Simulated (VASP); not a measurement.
## Au: single point with revPBE

Au:

```
Au
1.0
     2.81464    0.00000    0.00000
    -1.40732    2.43755    0.00000
     0.00000    0.00000    9.41979
Au
4
Direct
  0.00000 0.00000 0.00000
  0.00000 0.00000 0.50000
  0.33333 0.66667 0.25000
  0.66667 0.33333 0.75000
```

This isn't the form of Au at room conditions, which is fcc.

- Program: VASP 6.6.1
- Task: single point
- Functional: revPBE
- Potentials or basis: VASP PAW PBE potentials, release 64 (Au)
- Cutoff: 520 eV
- k mesh: 14 × 14 × 4
- Occupations: fermi-dirac, width 0.1 eV
- Spin: no spin polarisation
- Dipole correction: no
- Further INCAR settings: ALGO = Normal; EDIFF = 1e-06; NBANDS = 30

```json
{
  "Pressure": "23.1 GPa",
  "Band gap on the k mesh": "zero (bands 22 and 23 overlap by 5.18 eV)"
}
```

Stress tensor (GPa, compression positive):
```
23.83  0.00  0.00
 0.00 23.83  0.00
 0.00  0.00 21.77
```

Levels at points of the mesh, in eV from the Fermi level:
```tsv
k point	band 18	band 19	band 20	band 21	band 22	band 23	band 24	band 25	band 26	band 27
(0.00, 0.00, 0.00)	-3.09	-3.09	-2.79	-2.79	-2.16	-2.16	-1.38	3.02	10.97	11.10
(0.50, 0.00, 0.00)	-1.79	-1.77	-1.73	-0.74	0.09	1.22	1.53	4.01	4.19	6.28
(0.00, 0.00, 0.50)	-3.38	-3.38	-3.38	-2.42	-2.42	-2.42	-2.42	6.17	6.17	14.17
(0.50, 0.00, 0.50)	-1.91	-1.75	-1.75	0.26	0.26	1.32	1.32	4.42	4.42	5.86
```

It took 78 s on 1 thread of Intel(R) Xeon(R) Platinum 8488C (Sapphire Rapids), on a shared host, peak memory 0.25 GiB.

Caveat: the cell stands under pressure; the PAW data sets were made with another functional, which shifts forces and pressure a little; spin-orbit coupling is left out, which moves the levels of the heavy elements.
